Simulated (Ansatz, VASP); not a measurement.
Two plane-wave programs on ZrB2

File INCAR:

```
ALGO = Normal
EDIFF = 1E-6
EDIFFG = -0.01
ENCUT = 600
GGA = RE
IBRION = 2
ISIF = 3
ISMEAR = -1
IVDW = 13
LASPH = True
LCHARG = False
LREAL = False
LWAVE = False
NELM = 100
NSW = 60
PREC = Accurate
SIGMA = 0.05
```

File KPOINTS:

```
k-points
0
Gamma
  10 10 8
```

POSCAR

```
ZrB2
1.0
    3.1700000000      0.0000000000      0.0000000000
   -1.5850000000      2.7453005300      0.0000000000
    0.0000000000      0.0000000000      3.5330000000
Zr B
1 2
Direct
    0.0000000000      0.0000000000      0.0000000000
    0.6666666667      0.3333333333      0.5000000000
    0.3333333333      0.6666666667      0.5000000000
```

The input input.yaml:

```yaml
crystal:
  lattice:
    - [3.17, 0.0, 0.0]
    - [-1.585, 2.74530053, 0.0]
    - [0.0, 0.0, 3.533]
  atoms:
    - { symbol: Zr, position: [0.0, 0.0, 0.0] }
    - { symbol: B, position: [0.6666666667, 0.3333333333, 0.5] }
    - { symbol: B, position: [0.3333333333, 0.6666666667, 0.5] }
hamiltonian:
  xc: revpbe
  pseudopotentials: { kind: paw }
  dispersion: d4
kpoints:
  mp_grid: { grid: [10, 10, 8] }
scf:
  occupations: { method: fermi_dirac, width: 0.05 }
output:
  forces: true
  stress: true
  eigenvalues: true
  write_density: true
  write_potential: true
  elf: true
  volumetric_format: npy
relax:
  f_tol: 0.01
  max_steps: 40
  cell: { stress_tol: 0.05 }
```

Alike in both runs: task relaxation of cell and atoms; functional revPBE; dispersion D4; k mesh 10 × 10 × 8; occupations fermi-dirac, width 0.05 eV; no spin polarisation.

```csv
,VASP,Ansatz
version,VASP 6.6.1,Ansatz 0.2.0
potentials or method,"VASP PAW PBE potentials, release 64 (Zr_sv, B)",Ansatz PAW
plane-wave cutoff (eV),600,420
valence electrons in the cell,18,18
```

|  | VASP | Ansatz | Ansatz less VASP |
| --- | --- | --- | --- |
| gap on the k mesh at the Fermi level, each at its own relaxed structure (eV) | none | none | - |
| relaxed volume (Å³/atom) | 9.93 | 9.92 | -0.006 |
| relaxed cell length with the largest relative difference (Å) | 3.475 | 3.474 | -0.0012 |

VASP's potentials were made for PBE, not for revPBE. A gap of «none» marks a metal or a gap that the smearing closes.

Noted on Ansatz's run: the plane-wave basis is chosen anew once the cell has moved, so the energies of steps on either side of that aren't comparable.
